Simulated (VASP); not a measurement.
# AlN (F-43m) in VASP: further runs

The runs below take AlN through single point, relaxation of cell and atoms, with PBE.

All numbers are computed with VASP 6.6.1; they aren't measurements. Logs are shortened: lines on timing, memory, paths and dates and some standing lists are left out, and cuts for length are marked.

### Step 1. The cell of the first run

The structure is cubic, space group F-43m (No. 216). Conventional cell: a = 4.403 Å, b = 4.403 Å, c = 4.403 Å, α = 90.00°, β = 90.00°, γ = 90.00°. Al (site symmetry -43m) has 4 N at 1.91 Å within 2.5 Å. Within 2.5 Å of N (site symmetry -43m) lie 4 Al at 1.91 Å.

### Step 2. Single point, PBE

File INCAR:

```
  PREC = Accurate
  ENCUT = 600
  EDIFF = 1E-6
  ISMEAR = 0
  SIGMA = 0.01
  LREAL = False
  LASPH = True
  NELM = 120
  ALGO = Normal
  ISIF = 2
  LWAVE = False
  LCHARG = True
  GGA = PE
  LELF = True
  LVHAR = True
  NBANDS = 11
  GGA_COMPAT = False
```

File KPOINTS:

```
regular mesh
0
Gamma
  10 10 10
```

File POSCAR:

```
AlN
1.0
    0.0000000000      2.2015871054      2.2015871054
    2.2015871054      0.0000000000      2.2015871054
    2.2015871054      2.2015871054      0.0000000000
Al N
1 1
Direct
    0.0000000000      0.0000000000      0.0000000000
    0.7500000000      0.7500000000      0.7500000000
```

Potentials or basis: VASP PAW PBE potentials, release 64 (Al, N).

On the command line:

```bash
cat potpaw_PBE.64/Al/POTCAR potpaw_PBE.64/N/POTCAR > POTCAR
mpirun -np 1 vasp_std > vasp.out
```

OUTCAR:

```text
PREC = Accurate
   ENCUT = 600
   EDIFF = 1E-6
   ISMEAR = 0
   LREAL = False
   LASPH = True
   NELM = 120
   ISIF = 2
   GGA = PE

 ion  position               nearest neighbor table
   1  0.000  0.000  0.000-   2 1.91   2 1.91   2 1.91   2 1.91
   2  0.750  0.750  0.750-   1 1.91   1 1.91   1 1.91   1 1.91

  LATTYP: Found a face centered cubic cell.
 ALAT       =     4.4031742108

  Lattice vectors:

 A1 = (   0.0000000000,   2.2015871054,   2.2015871054)
 A2 = (   2.2015871054,   0.0000000000,   2.2015871054)
 A3 = (   2.2015871054,   2.2015871054,   0.0000000000)

Analysis of symmetry for initial positions (statically):
=====================================================================
 Subroutine PRICEL returns:
 Original cell was already a primitive cell.

 Routine SETGRP: Setting up the symmetry group for a
 face centered cubic supercell.

 Subroutine GETGRP returns: Found 24 space group operations
 (whereof 24 operations were pure point group operations)
 out of a pool of 48 trial point group operations.

The static configuration has the point symmetry T_d .

Analysis of symmetry for dynamics (positions and initial velocities):
=====================================================================
 Subroutine PRICEL returns:
 Original cell was already a primitive cell.

 Routine SETGRP: Setting up the symmetry group for a
 face centered cubic supercell.

 Subroutine GETGRP returns: Found 24 space group operations
 (whereof 24 operations were pure point group operations)
 out of a pool of 48 trial point group operations.

The dynamic configuration has the point symmetry T_d .

 Subroutine INISYM returns: Found 24 space group operations
 (whereof 24 operations are pure point group operations),
 and found     1 'primitive' translations

----------------------------------------------------------------------------------------

                                     Primitive cell

  volume of cell :      21.3421

  direct lattice vectors                    reciprocal lattice vectors
     0.000000000  2.201587105  2.201587105    -0.227108888  0.227108888  0.227108888
     2.201587105  0.000000000  2.201587105     0.227108888 -0.227108888  0.227108888
     2.201587105  2.201587105  0.000000000     0.227108888  0.227108888 -0.227108888

  length of vectors
     3.113514343  3.113514343  3.113514343     0.393364133  0.393364133  0.393364133

  position of ions in fractional coordinates (direct lattice)
[... 82 lines left out ...]
   NSW    =      0    number of steps for IOM
   IBRION =     -1    ionic relax: 0-MD 1-quasi-New 2-CG
   NFREE  =      0    steps in history (QN), initial steepest desc. (CG)
   ISIF   =      2    stress and relaxation
   ISYM   =      2    0-nonsym 1-usesym 2-fastsym
   POTIM  = 0.5000    time-step for ionic-motion
   TEBEG  =    0.0;   TEEND  =   0.0 temperature during run
   PSTRESS=    0.0 pullay stress
   NELECT =       8.0000    total number of electrons
   NUPDOWN=      -1.0000    fix difference up-down
   EMIN   =  10.00;   EMAX   =-10.00  energy-range for DOS
   EFERMI =   0.00;   METHOD = LEGACY
   ISMEAR =     0;   SIGMA  =   0.01  broadening in eV -4-tet -1-fermi 0-gaus
   EFERMI_NEDOS =   21; number of points for ismear=-14 and -15
   IALGO  =     38    algorithm
   IMIX   =      4    mixing-type and parameters
     AMIX     =   0.40;   BMIX     =  1.00
     AMIX_MAG =   1.60;   BMIX_MAG =  1.00
  volume/ion in A,a.u.               =      10.67        72.01
  Fermi-wavevector in a.u.,A,eV,Ry     =   1.180390  2.230614 18.957286  1.393321
  Thomas-Fermi vector in A             =   2.316684
   LORBIT       =      0    0 simple, 1 ext, 2 COOP (PROOUT), +10 PAW based schemes
   GGA     = PE    functional components
   LHFCALC =     F    Hartree Fock is set to
   AEXX    =    0.0000 exact exchange contribution
   IVDW    =     0    specifies the selected vdW correction
   LEPSILON=     F    determine dielectric tensor
   LRPA    =     F    only Hartree local field effects (RPA)
 non-spin polarized calculation
 Gauss-broadening in eV      SIGMA  =   0.01
  energy-cutoff  :      600.00
  volume of cell :       21.34
 maximum number of plane-waves:       728
 NGX is ok and might be reduce to    28
   NGX = 13   NGY = 13   NGZ = 13

 number of electron       8.0000000 magnetization

 Free energy of the ion-electron system (eV)
  ---------------------------------------------------
  ext. energy  EPLUGINS =         0.00000000
  ---------------------------------------------------
  free energy    TOTEN  =       -14.84892104 eV

  energy without entropy =      -14.84892104  energy(sigma->0) =      -14.84892104

 E-fermi :   5.8026     XC(G=0): -10.8293

 val. band max:        5.7449290060   @ k =   0.0000   0.0000   0.0000
 cond. band min:       9.0500411389   @ k =   0.5000   0.5000   0.0000
 fundamental gap:      3.3051121329
 Fermi energy:         5.8026012606

 k-point     1 :       0.0000    0.0000    0.0000
  band No.  band energies     occupation
      1      -9.0983      2.00000
      2       5.7449      2.00000
      3       5.7449      2.00000
      4       5.7449      2.00000
      5       9.7294      0.00000
      6      18.0686      0.00000
      7      18.0686      0.00000
      8      18.0686      0.00000
      9      23.2414      0.00000
     10      23.2414      0.00000
     11      24.5968      0.00000
[... 309 lines left out ...]
 k-point    24 :       0.4000    0.3000    0.0000
  band No.  band energies     occupation
      1      -7.1563      2.00000
      2       1.6448      2.00000
      3       4.0691      2.00000
      4       4.3621      2.00000
      5      10.6069      0.00000
      6      15.1170      0.00000
      7      17.7151      0.00000
      8      20.0698      0.00000
      9      20.5613      0.00000
     10      26.7825      0.00000
     11      28.8936      0.00000

 [... further k-points ...]
[... 5 lines left out ...]
  --------------------------------------------------------------------------------------
  -------------------------------------------------------------------------------------
  Total       -0.0544473     -0.0544473     -0.0544473      0.0000000     -0.0000000      0.0000000
  in kB       -4.0874185     -4.0874185     -4.0874185      0.0000000     -0.0000000      0.0000000
  external PRESSURE =      -4.0874185 kB  Pullay stress =       0.0000000 kB

 VOLUME and BASIS-vectors are now :
 -----------------------------------------------------------------------------
  energy-cutoff  :      600.00
  volume of cell :       21.34
      direct lattice vectors                 reciprocal lattice vectors
     0.000000000  2.201587105  2.201587105    -0.227108888  0.227108888  0.227108888
     2.201587105  0.000000000  2.201587105     0.227108888 -0.227108888  0.227108888
     2.201587105  2.201587105  0.000000000     0.227108888  0.227108888 -0.227108888

 POSITION                                       TOTAL-FORCE (eV/Angst)
 -----------------------------------------------------------------------------------
      0.00000      0.00000      0.00000         0.000000      0.000000      0.000000
      3.30238      3.30238      3.30238        -0.000000     -0.000000     -0.000000
 -----------------------------------------------------------------------------------
    total drift:                               -0.000000     -0.000000     -0.000000

  FREE ENERGIE OF THE ION-ELECTRON SYSTEM (eV)
  ---------------------------------------------------
  free  energy   TOTEN  =       -14.8489210382 eV

  energy  without entropy=      -14.8489210382  energy(sigma->0) =      -14.84892104
```

Wall time 9.2 s (1 thread of AMD EPYC 9R45 (Zen 5), shared host); peak memory 0.12 GiB.

Results:

| Quantity | Value |
| --- | --- |
| Free energy | -14.8489 eV |
| Pressure | -0.4 GPa |
| Band gap on the k mesh | 3.31 eV, indirect (least direct gap 3.98 eV) |

Levels at points of the mesh, in eV from the valence-band top:
```
           k point  band 1  band 2  band 3  band 4  band 5  band 6  band 7  band 8  band 9
(0.00, 0.00, 0.00)  -14.84    0.00    0.00    0.00    3.98   12.32   12.32   12.32   17.50
(0.50, 0.00, 0.00)  -12.87   -5.75   -0.48   -0.48    7.16    9.70   11.00   11.00   17.67
(0.50, 0.50, 0.00)  -12.25   -4.83   -1.75   -1.75    3.31    8.47   13.64   15.44   15.44
```

### Step 3. Relaxation of cell and atoms, PBE, target pressure 22 GPa, at which the enthalpy is minimised

This run uses another cell than the first one, of 10.13 Å³/atom, 0.950 times its volume.

File INCAR:

```
SYSTEM = AlN
PREC = Accurate
ENCUT = 600
EDIFF = 1E-7
ISMEAR = 0
SIGMA = 0.01
LREAL = .False.
LASPH = .True.
NELM = 120
ALGO = Normal
ISIF = 3
LWAVE = .False.
LCHARG = .False.
GGA = PE
IBRION = 2
NSW = 80
EDIFFG = -0.001
PSTRESS = 220.0
GGA_COMPAT = .False.
NELMIN = 4
```

File KPOINTS:

```
Automatic mesh
0
Gamma
  10 10 10
  0 0 0
```

File POSCAR:

```
AlN
1.0
    0.0000000000      2.1640311976      2.1640311976
    2.1640311976      0.0000000000      2.1640311976
    2.1640311976      2.1640311976      0.0000000000
Al N
1 1
Direct
    0.0000000000      0.0000000000      0.0000000000
    0.7500000000      0.7500000000      0.7500000000
```

Potentials or basis: VASP PAW PBE potentials, release 64 (Al, N).

On the command line:

```bash
cat potpaw_PBE.64/Al/POTCAR potpaw_PBE.64/N/POTCAR > POTCAR
mpirun -np 1 vasp_std > vasp.out
```

OUTCAR:

```text
SYSTEM = AlN
   PREC = Accurate
   ENCUT = 600
   EDIFF = 1E-7
   ISMEAR = 0
   LREAL = .False.
   LASPH = .True.
   NELM = 120
   ISIF = 3
   GGA = PE
   IBRION = 2
   NSW = 80
   EDIFFG = -0.001
   PSTRESS = 220.0
   NELMIN = 4

 ion  position               nearest neighbor table
   1  0.000  0.000  0.000-   2 1.87   2 1.87   2 1.87   2 1.87
   2  0.750  0.750  0.750-   1 1.87   1 1.87   1 1.87   1 1.87

  LATTYP: Found a face centered cubic cell.
 ALAT       =     4.3280623952

  Lattice vectors:

 A1 = (   0.0000000000,   2.1640311976,   2.1640311976)
 A2 = (   2.1640311976,   0.0000000000,   2.1640311976)
 A3 = (   2.1640311976,   2.1640311976,   0.0000000000)

Analysis of symmetry for initial positions (statically):
=====================================================================
 Subroutine PRICEL returns:
 Original cell was already a primitive cell.
[... 367 lines left out ...]
  free energy    TOTEN  =       -14.72593774 eV

  energy without entropy =      -14.72593774  energy(sigma->0) =      -14.72593774

 E-fermi :   6.7314     XC(G=0): -11.2525

 val. band max:        6.6706535503   @ k =   0.0000   0.0000   0.0000
 cond. band min:      10.0226534532   @ k =   0.5000   0.5000   0.0000
 fundamental gap:      3.3519999030
 Fermi energy:         6.7313538820

 k-point     1 :       0.0000    0.0000    0.0000
  band No.  band energies     occupation
      1      -8.7403      2.00000
      2       6.6707      2.00000
      3       6.6707      2.00000
      4       6.6707      2.00000
      5      11.5218      0.00000
      6      19.9629      0.00000
      7      19.9629      0.00000
      8      19.9629      0.00000
[... 243 lines left out ...]
 k-point    24 :       0.4000    0.3000    0.0000
  band No.  band energies     occupation
      1      -6.5317      2.00000
      2       2.3714      2.00000
      3       4.8935      2.00000
      4       5.2091      2.00000
      5      11.7458      0.00000
      6      16.6828      0.00000
      7      19.8374      0.00000
      8      22.0690      0.00000

 [... further k-points ...]
[... 5 lines left out ...]
  --------------------------------------------------------------------------------------
  -------------------------------------------------------------------------------------
  Total        2.6618493      2.6618493      2.6618493     -0.0000000      0.0000000     -0.0000000
  in kB      219.9998135    219.9998135    219.9998135     -0.0000000      0.0000000     -0.0000000
  external PRESSURE =      -0.0001865 kB  Pullay stress =     220.0000000 kB
[... 21 lines left out ...]
  energy  without entropy=      -14.7259377416  energy(sigma->0) =      -14.72593774

  enthalpy is  TOTEN    =       -12.0640862144 eV   P V=        2.6618515272

 reached required accuracy - stopping structural energy minimisation
```

CONTCAR:

```text
AlN
   1.00000000000000
     0.0000000000000000    2.1321311306161381    2.1321311306161381
     2.1321311306161381   -0.0000000000000000    2.1321311306161381
     2.1321311306161381    2.1321311306161381   -0.0000000000000000
  Al              N
     1     1
Direct
     0.0000000000000000    1.0000000000000000    1.0000000000000000
     0.7500000000000000    0.7500000000000000    0.7500000000000000

  0.00000000E+00  0.00000000E+00  0.00000000E+00
  0.00000000E+00  0.00000000E+00  0.00000000E+00
```

Wall time 15 s (1 thread of AMD EPYC 9R45 (Zen 5), shared host); peak memory 0.11 GiB.

Results:

- Free energy: -14.7259 eV
- Relaxed volume: 9.69 Å³/atom
- Relaxed cell: a = 3.015 Å, b = 3.015 Å, c = 3.015 Å, α = 60.00°, β = 60.00°, γ = 60.00°
- Space group after relaxing (to 0.05 Å): F-43m (No. 216)
- Energy change on relaxing (the enthalpy is what falls): +44.4 meV/atom
- Ionic steps: 6
- Pressure after relaxing: 22.0 GPa
- Band gap on the k mesh: 3.35 eV, indirect (least direct gap 4.85 eV)

The path:
```
step  energy change (eV)  largest force (eV/Å)  pressure (GPa)  volume (Å³)
   1              0.0000                0.0000           10.63        20.27
   2              0.3123                0.0000           40.96        18.23
   3              0.0871                0.0000           21.82        19.40
   4              0.0894                0.0000           22.06        19.38
   5              0.0882                0.0000           21.93        19.39
   6              0.0888                0.0000           22.00        19.39
```

Final structure:
```xyz
2
Lattice="0.0000 2.1321 2.1321 2.1321 0.0000 2.1321 2.1321 2.1321 0.0000" Properties=species:S:1:pos:R:3 pbc="T T T"
Al    4.2643    2.1321    2.1321
N     3.1982    3.1982    3.1982
```

Caveat: the cell is relaxed towards a set pressure, so the enthalpy falls and the energy may rise. Expect the measured gap to be larger: semilocal functionals such as PBE lack the derivative discontinuity.

(Part 1 of 3 ends here.)
